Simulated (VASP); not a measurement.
Input of a VASP 6.6.1 run:

The input INCAR:

```
SYSTEM = TiCd
PREC = Accurate ; ENCUT = 520
EDIFF = 1E-6 ; ISMEAR = -1
SIGMA = 0.15 ; LREAL = .False.
LASPH = .True. ; NELM = 100
ALGO = Fast ; ISIF = 2
LWAVE = .False. ; LCHARG = .False.
GGA = CA ; NBANDS = 32
```

Contents of KPOINTS:

```
Automatic mesh
0
Gamma
  14 14 6
  0 0 0
```

Contents of POSCAR:

```
TiCd
1.0
    2.8285718668      0.0000000000      0.0000000000
    0.0000000000      2.8285718668      0.0000000000
    0.0000000000      0.0000000000      8.7544283389
Ti Cd
2 2
Direct
    0.0000000000      0.5000000000      0.6113778688
    0.5000000000      0.0000000000      0.3886221312
    0.0000000000      0.5000000000      0.1328780991
    0.5000000000      0.0000000000      0.8671219009
```

Potentials or basis: VASP PAW LDA potentials, release 64 (Ti_sv, Cd).

Launch:

```sh
$ cat potpaw_LDA.64/Ti_sv/POTCAR potpaw_LDA.64/Cd/POTCAR > POTCAR
$ mpirun -np 1 vasp_std > vasp.out
```

(1) What does it give for the largest force?

(2) Estimate the pressure.

(3) Predict the band gap on the k mesh.

Results:

(1) 0.030 eV/Å.

(2) 0.8 GPa.

(3) zero (bands 24 and 25 overlap by 0.90 eV).
